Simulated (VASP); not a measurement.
A run of VASP 6.6.1:

INCAR

```
SYSTEM = Li2H5Ir
PREC = Accurate
ENCUT = 880
EDIFF = 1E-6
ISMEAR = 0
SIGMA = 0.1
LREAL = .FALSE.
LASPH = .TRUE.
NELM = 120
ALGO = Normal
ISIF = 2
LWAVE = .FALSE.
LCHARG = .FALSE.
GGA = PE
NBANDS = 24
GGA_COMPAT = .FALSE.
```

File KPOINTS:

```
regular mesh
0
G
  8 8 12
  0 0 0
```

Contents of POSCAR:

```
Li2H5Ir
1.0
    4.7485215081      0.0000000000      0.0000000000
    0.0000000000      4.7485215081      0.0000000000
    0.0000000000      0.0000000000      3.2523494152
Li H Ir
2 5 1
Direct
    0.0000000000      0.5000000000      0.5000000000
    0.5000000000      0.0000000000      0.5000000000
    0.0000000000      0.0000000000      0.5000000000
    0.2496938834      0.2496938834      0.0000000000
    0.7503061166      0.2496938834      0.0000000000
    0.7503061166      0.7503061166      0.0000000000
    0.2496938834      0.7503061166      0.0000000000
    0.0000000000      0.0000000000      0.0000000000
```

Potentials or basis: VASP PAW PBE potentials, release 64 (Li_sv, H, Ir_sv_GW).

The run is started by

```sh
$ cat potpaw_PBE.64/Li_sv/POTCAR potpaw_PBE.64/H/POTCAR potpaw_PBE.64/Ir_sv_GW/POTCAR > POTCAR
$ mpirun -np 1 vasp_std > vasp.out
```

Hardware: 1 thread of Intel(R) Xeon(R) Platinum 8488C (Sapphire Rapids), with other jobs on the host.

Problem. Estimate the wall time of this run.

Solution. Run time: 3.4 min on 1 thread of Intel(R) Xeon(R) Platinum 8488C (Sapphire Rapids), on a shared host, peak memory 0.53 GiB. Counts: scf iterations 14, k points 105.
